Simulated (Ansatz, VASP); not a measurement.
One calculation of Bi, two programs

Contents of INCAR:

```
  PREC = Accurate
  ENCUT = 520
  EDIFF = 1E-6
  ISMEAR = -1
  SIGMA = 0.05
  LREAL = False
  LASPH = True
  NELM = 100
  ALGO = Normal
  ISIF = 2
  LWAVE = False
  LCHARG = False
  GGA = PE
  NBANDS = 22
```

The input KPOINTS:

```
regular mesh
0
Gamma
  11 11 11
```

Contents of POSCAR:

```
Bi
1.0
    0.0000000000      3.4520735356      3.4520735356
    3.4520735356      0.0000000000      3.4520735356
    3.4520735356      3.4520735356      0.0000000000
Bi
2
Direct
   -0.1250000000     -0.1250000000     -0.1250000000
    0.1250000000      0.1250000000      0.1250000000
```

Input for Ansatz:

```yaml
crystal:
  lattice:
    - [0.0, 3.4520735356, 3.4520735356]
    - [3.4520735356, 0.0, 3.4520735356]
    - [3.4520735356, 3.4520735356, 0.0]
  atoms:
    - { symbol: Bi, position: [-0.125, -0.125, -0.125] }
    - { symbol: Bi, position: [0.125, 0.125, 0.125] }
kpoints:
  mp_grid: { grid: [11, 11, 11] }
scf:
  occupations: { method: fermi_dirac, width: 0.05 }
hamiltonian:
  xc: pbe
  pseudopotentials: { kind: all_electron, lapw: { basis_error: 0.001 } }
output:
  forces: true
  stress: true
  eigenvalues: true
  populations: true
```

Change from the starting cell: volume scaled by 0.85, LAPW.

Alike in both runs: task single point; functional PBE; k mesh 11 × 11 × 11; occupations fermi-dirac, width 0.05 eV; no spin polarisation.

|  | VASP | Ansatz |
| --- | --- | --- |
| version | VASP 6.6.1 | Ansatz 0.2.0 |
| potentials or method | VASP PAW PBE potentials, release 64 (Bi_d), cutoff 520 eV | all-electron LAPW, scalar-relativistic |

|  | VASP | Ansatz | Ansatz less VASP |
| --- | --- | --- | --- |
| pressure (GPa) | 6.5 | 6.6 | +0.08 |

Ansatz ran all-electron here, and VASP with PAW potentials.

Spin-orbit coupling is off throughout.
